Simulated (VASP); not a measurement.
# ZrB (I4mm) in VASP: further runs, part 2 of 2

VASP 6.6.1.

## Step 3: Single point, PBE (all Zr atoms moved +0.375 Å, as atom 1 along Cartesian [0 1 0])

INCAR reads:

```
SYSTEM = ZrB
PREC = Accurate
ENCUT = 520
EDIFF = 1E-6
ISMEAR = 0
SIGMA = 0.15
LREAL = .False.
LASPH = .True.
NELM = 100
ALGO = Normal
ISIF = 2
LWAVE = .False.
LCHARG = .False.
GGA = PE
NBANDS = 14
```

KPOINTS reads:

```
Automatic mesh
0
Gamma
  18 18 18
  0 0 0
```

POSCAR reads:

```
ZrB
1.0
    0.0000000000      2.3250000000      2.3250000000
    2.3250000000      0.0000000000      2.3250000000
    2.3250000000      2.3250000000      0.0000000000
Zr B
1 1
Direct
    0.0806451613     -0.0806451613      0.0806451613
    0.5000000000      0.5000000000      0.5000000000
```

Potentials or basis: VASP PAW PBE potentials, release 64 (Zr_sv, B).

On the command line:

```bash
> cat potpaw_PBE.64/Zr_sv/POTCAR potpaw_PBE.64/B/POTCAR > POTCAR
> mpirun -np 1 vasp_std > vasp.out
```

OUTCAR:

```text
SYSTEM = ZrB
   PREC = Accurate
   ENCUT = 520
   EDIFF = 1E-6
   ISMEAR = 0
   LREAL = .False.
   LASPH = .True.
   NELM = 100
   ISIF = 2
   GGA = PE

 ion  position               nearest neighbor table
   1  0.081  0.919  0.081-   2 1.95   2 2.36   2 2.36   2 2.36   2 2.36   2 2.70
   2  0.500  0.500  0.500-   1 1.95   1 2.36   1 2.36   1 2.36   1 2.36   1 2.70

  LATTYP: Found a face centered cubic cell.
 ALAT       =     4.6500000000

  Lattice vectors:

 A1 = (   0.0000000000,   2.3250000000,   2.3250000000)
 A2 = (   2.3250000000,   0.0000000000,   2.3250000000)
 A3 = (   2.3250000000,   2.3250000000,   0.0000000000)

Analysis of symmetry for initial positions (statically):
=====================================================================
 Subroutine PRICEL returns:
 Original cell was already a primitive cell.

 Routine SETGRP: Setting up the symmetry group for a
 face centered cubic supercell.

 Subroutine GETGRP returns: Found  8 space group operations
 (whereof  8 operations were pure point group operations)
 out of a pool of 48 trial point group operations.

The static configuration has the point symmetry C_4v.

Analysis of symmetry for dynamics (positions and initial velocities):
=====================================================================
 Subroutine PRICEL returns:
 Original cell was already a primitive cell.

 Routine SETGRP: Setting up the symmetry group for a
 face centered cubic supercell.

 Subroutine GETGRP returns: Found  8 space group operations
 (whereof  8 operations were pure point group operations)
 out of a pool of 48 trial point group operations.

The dynamic configuration has the point symmetry C_4v.

 Subroutine INISYM returns: Found  8 space group operations
 (whereof  8 operations are pure point group operations),
 and found     1 'primitive' translations

----------------------------------------------------------------------------------------

                                     Primitive cell

  volume of cell :      25.1362

  direct lattice vectors                    reciprocal lattice vectors
     0.000000000  2.325000000  2.325000000    -0.215053763  0.215053763  0.215053763
     2.325000000  0.000000000  2.325000000     0.215053763 -0.215053763  0.215053763
     2.325000000  2.325000000  0.000000000     0.215053763  0.215053763 -0.215053763

  length of vectors
     3.288046533  3.288046533  3.288046533     0.372484045  0.372484045  0.372484045

  position of ions in fractional coordinates (direct lattice)
     0.080645161  0.919354839  0.080645161
     0.500000000  0.500000000  0.500000000

  ion indices of the primitive-cell ions
   primitive index   ion index
                 1           1
                 2           2

----------------------------------------------------------------------------------------

 KPOINTS: Automatic mesh

Automatic generation of k-mesh.
 Grid dimensions read from file:
 generate k-points for:   18   18   18

 Generating k-lattice:

  Cartesian coordinates                     Fractional coordinates (reciprocal lattice)
    -0.011947431  0.011947431  0.011947431     0.055555556  0.000000000  0.000000000
     0.011947431 -0.011947431  0.011947431     0.000000000  0.055555556  0.000000000
     0.011947431  0.011947431 -0.011947431     0.000000000  0.000000000  0.055555556

  Length of vectors
     0.020693558  0.020693558  0.020693558

  Shift w.r.t. Gamma in fractional coordinates (k-lattice)
     0.000000000  0.000000000  0.000000000

 Subroutine IBZKPT returns following result:
 ===========================================

 Found    480 irreducible k-points:

 Following reciprocal coordinates:
            Coordinates               Weight
  0.000000  0.000000  0.000000      1.000000
  0.055556  0.000000  0.000000      8.000000
  0.111111  0.000000  0.000000      8.000000
  0.166667  0.000000  0.000000      8.000000
  0.222222  0.000000  0.000000      8.000000
  0.277778  0.000000  0.000000      8.000000
[... 16 lines left out ...]
  0.388889  0.055556  0.000000     16.000000
  0.055556  0.000000  0.388889      8.000000
 [... further k-points ...]
   k-points           NKPTS =    480   k-points in BZ     NKDIM =    480   number of bands    NBANDS=     14
   number of dos      NEDOS =    301   number of ions     NIONS =      2
   total plane-waves  NPLWV =  13824
   dimension x,y,z NGX =    24 NGY =   24 NGZ =   24
   dimension x,y,z NGXF=    48 NGYF=   48 NGZF=   48
   ions per type =               1   1
   NGX,Y,Z   is equivalent  to a cutoff of  12.13, 12.13, 12.13 a.u.
   NGXF,Y,Z  is equivalent  to a cutoff of  24.27, 24.27, 24.27 a.u.
 SYSTEM =  ZrB
   PREC   = accura    normal or accurate (medium, high low for compatibility)
   ISTART =      0    job   : 0-new  1-cont  2-samecut
   ICHARG =      2    charge: 1-file 2-atom 10-const
   ISPIN  =      1    spin polarized calculation?
   LNONCOLLINEAR =      F non collinear calculations
   LSORBIT =      F    spin-orbit coupling
   LASPH  =      T    aspherical Exc in radial PAW
   ENCUT  =  520.0 eV  38.22 Ry    6.18 a.u.   6.11  6.11  6.11*2*pi/ulx,y,z
   NELM   =    100;   NELMIN=  2; NELMDL= -5     # of ELM steps
   EDIFF  = 0.1E-05   stopping-criterion for ELM
   LREAL  =      F    real-space projection
   EDIFFG = 0.1E-04   stopping-criterion for IOM
   NSW    =      0    number of steps for IOM
   IBRION =     -1    ionic relax: 0-MD 1-quasi-New 2-CG
   NFREE  =      0    steps in history (QN), initial steepest desc. (CG)
   ISIF   =      2    stress and relaxation
   ISYM   =      2    0-nonsym 1-usesym 2-fastsym
   POTIM  = 0.5000    time-step for ionic-motion
   TEBEG  =    0.0;   TEEND  =   0.0 temperature during run
   PSTRESS=    0.0 pullay stress
   NELECT =      15.0000    total number of electrons
   NUPDOWN=      -1.0000    fix difference up-down
   EMIN   =  10.00;   EMAX   =-10.00  energy-range for DOS
   EFERMI =   0.00;   METHOD = LEGACY
   ISMEAR =     0;   SIGMA  =   0.15  broadening in eV -4-tet -1-fermi 0-gaus
   EFERMI_NEDOS =   21; number of points for ismear=-14 and -15
   IALGO  =     38    algorithm
   IMIX   =      4    mixing-type and parameters
     AMIX     =   0.40;   BMIX     =  1.00
     AMIX_MAG =   1.60;   BMIX_MAG =  1.00
  volume/ion in A,a.u.               =      12.57        84.81
  Fermi-wavevector in a.u.,A,eV,Ry     =   1.378285  2.604581 25.846565  1.899669
  Thomas-Fermi vector in A             =   2.503360
   LORBIT       =      0    0 simple, 1 ext, 2 COOP (PROOUT), +10 PAW based schemes
   GGA     = PE    functional components
   LHFCALC =     F    Hartree Fock is set to
   AEXX    =    0.0000 exact exchange contribution
   IVDW    =     0    specifies the selected vdW correction
   LEPSILON=     F    determine dielectric tensor
   LRPA    =     F    only Hartree local field effects (RPA)
 non-spin polarized calculation
 Gauss-broadening in eV      SIGMA  =   0.15
  energy-cutoff  :      520.00
  volume of cell :       25.14
 maximum number of plane-waves:       700
   NGX = 13   NGY = 13   NGZ = 13

 number of electron      15.0000000 magnetization

 Free energy of the ion-electron system (eV)
  ---------------------------------------------------
  ext. energy  EPLUGINS =         0.00000000
  ---------------------------------------------------
  free energy    TOTEN  =       -14.70209418 eV

  energy without entropy =      -14.68901345  energy(sigma->0) =      -14.69555381

 E-fermi :   9.1343     XC(G=0): -12.1713

 val. band max:        9.1213631957   @ k =   0.4444   0.2222  -0.3333
 cond. band min:       9.1356683714   @ k =   0.3889   0.1667  -0.3333
 fundamental gap:      0.0143051757
 Fermi energy:         9.1342738725

 k-point     1 :       0.0000    0.0000    0.0000
  band No.  band energies     occupation
      1     -37.8099      2.00000
      2     -15.7483      2.00000
      3     -15.5042      2.00000
      4     -15.5042      2.00000
      5       0.8252      2.00000
      6       9.5245      0.00023
      7       9.5245      0.00023
      8      10.2555      0.00000
      9      11.0255      0.00000
     10      12.7890      0.00000
     11      14.5539      0.00000
     12      14.5539      0.00000
     13      16.2613      0.00000
     14      19.8609      0.00000
[... 375 lines left out ...]
 k-point    24 :       0.0556    0.0000    0.3889
  band No.  band energies     occupation
      1     -37.7060      2.00000
      2     -16.4353      2.00000
      3     -15.7271      2.00000
      4     -15.6133      2.00000
      5       3.6894      2.00000
      6       6.4476      2.00000
      7       8.0899      2.00000
      8       8.0900      2.00000
      9      13.1669      0.00000
     10      14.1916      0.00000
     11      15.1278      0.00000
     12      18.8724      0.00000
     13      19.6495      0.00000
     14      22.7640      0.00000

 [... further k-points ...]
[... 5 lines left out ...]
  --------------------------------------------------------------------------------------
  -------------------------------------------------------------------------------------
  Total        4.8692319     10.6291012      4.8692319     -0.0000000      0.0000000      0.0000000
  in kB      310.3645960    677.4983707    310.3645960     -0.0000000      0.0000000      0.0000000
  external PRESSURE =     432.7425209 kB  Pullay stress =       0.0000000 kB

 VOLUME and BASIS-vectors are now :
 -----------------------------------------------------------------------------
  energy-cutoff  :      520.00
  volume of cell :       25.14
      direct lattice vectors                 reciprocal lattice vectors
     0.000000000  2.325000000  2.325000000    -0.215053763  0.215053763  0.215053763
     2.325000000  0.000000000  2.325000000     0.215053763 -0.215053763  0.215053763
     2.325000000  2.325000000  0.000000000     0.215053763  0.215053763 -0.215053763

 POSITION                                       TOTAL-FORCE (eV/Angst)
 -----------------------------------------------------------------------------------
      2.32500      0.37500      2.32500         0.000000     -5.438331      0.000000
      2.32500      2.32500      2.32500         0.000000      5.438331      0.000000
 -----------------------------------------------------------------------------------
    total drift:                                0.000000     -0.000193      0.000000

  FREE ENERGIE OF THE ION-ELECTRON SYSTEM (eV)
  ---------------------------------------------------
  free  energy   TOTEN  =       -14.7020941773 eV

  energy  without entropy=      -14.6890134462  energy(sigma->0) =      -14.69555381
```

stdout:

```text
POSCAR found type information on POSCAR ZrB
 POSCAR found :  2 types and       2 ions
 scaLAPACK will be used
 LDA part: xc-table for (Slater+PW92), standard interpolation
 POSCAR, INCAR and KPOINTS ok, starting setup
 FFT: planning ... GRIDC
 FFT: planning ... GRID_SOFT
 FFT: planning ... GRID
 WAVECAR not read
 entering main loop
```

Run time: 57 s. Hardware: 1 thread of Intel Xeon Platinum 8375C at 2.90GHz (Ice Lake), shared host; peak memory 0.28 GiB.

Results:

| Quantity | Value |
| --- | --- |
| Free energy | -14.7021 eV |
| Pressure | 43.3 GPa |
| Largest force | 5.438 eV/Å |

Forces in eV/Å, atoms in the order of the input:
```
Zr   0.000 -5.438  0.000
B    0.000  5.438  0.000
```

Stress tensor (GPa, compression positive):
```
31.04  0.00  0.00
 0.00 67.75  0.00
 0.00  0.00 31.04
```

Caveat: the cell differs from its parent crystal (all Zr atoms moved +0.375 Å, as atom 1 along Cartesian [0 1 0]); forces of over 1 eV/Å act on the atoms, so gaps and moduli don't describe the material at rest.

## Step 4: Single point, PBE (all Zr atoms moved -0.250 Å, as atom 1 along Cartesian [0 1 0])

INCAR reads:

```
SYSTEM = ZrB
PREC     = Accurate       ! precision mode
ENCUT    = 520            ! plane-wave cutoff, eV
EDIFF    = 1E-6           ! SCF threshold, eV
ISMEAR   = 0              ! smearing method
SIGMA    = 0.15           ! smearing width, eV
LREAL    = .FALSE.        ! projectors in reciprocal space
LASPH    = .TRUE.         ! aspherical terms in the spheres
NELM     = 80             ! most SCF steps
ALGO     = Normal         ! electronic algorithm
ISIF     = 2              ! what is computed and relaxed
LWAVE    = .FALSE.        ! write WAVECAR
LCHARG   = .TRUE.         ! write CHGCAR
GGA      = PE             ! functional
LELF     = .TRUE.         ! ELF
LVHAR    = .TRUE.       
NBANDS   = 14             ! bands
```

KPOINTS reads:

```
Automatic mesh
0
G
  18 18 18
  0 0 0
```

POSCAR, as its differences from that of step 3:

```diff
@@ -8,3 +8,3 @@
 Direct
-    0.0806451613     -0.0806451613      0.0806451613
+   -0.0537634409      0.0537634409     -0.0537634409
     0.5000000000      0.5000000000      0.5000000000
```

On the command line:

```bash
> cat potpaw_PBE.64/Zr_sv/POTCAR potpaw_PBE.64/B/POTCAR > POTCAR
> mpirun -np 1 vasp_std > vasp.out
```

Run time: 57 s. Hardware: 1 thread of Intel Xeon Platinum 8375C at 2.90GHz (Ice Lake), shared host; peak memory 0.28 GiB.

Results (log left out):

```yaml
Free_energy: -15.2321 eV
Pressure: 38.7 GPa
Largest_force: 3.126 eV/Å
```

Forces in eV/Å, atoms in the order of the input:
```
Zr   0.000  3.126  0.000
B    0.000 -3.126  0.000
```

Stress tensor (GPa, compression positive):
```
32.90  0.00  0.00
 0.00 50.30  0.00
 0.00  0.00 32.90
```

Levels at points of the mesh, in eV from the Fermi level:
| k point | band 5 | band 6 | band 7 | band 8 | band 9 | band 10 | band 11 | band 12 |
| --- | --- | --- | --- | --- | --- | --- | --- | --- |
| (0.00, 0.00, 0.00) | -8.33 | 1.07 | 1.07 | 1.89 | 1.91 | 3.68 | 4.70 | 4.70 |
| (0.50, 0.00, 0.00) | -4.37 | -3.54 | -1.43 | -1.35 | 5.52 | 5.72 | 7.22 | 7.98 |
| (0.50, 0.50, 0.00) | -6.46 | -1.73 | -0.37 | 2.25 | 3.19 | 5.87 | 6.80 | 6.87 |
| (0.50, 0.00, 0.50) | -6.45 | -1.18 | -0.13 | 2.49 | 2.49 | 5.49 | 6.80 | 6.80 |

Caveat: the cell differs from its parent crystal (all Zr atoms moved -0.250 Å, as atom 1 along Cartesian [0 1 0]); forces of over 1 eV/Å act on the atoms, so gaps and moduli don't describe the material at rest.
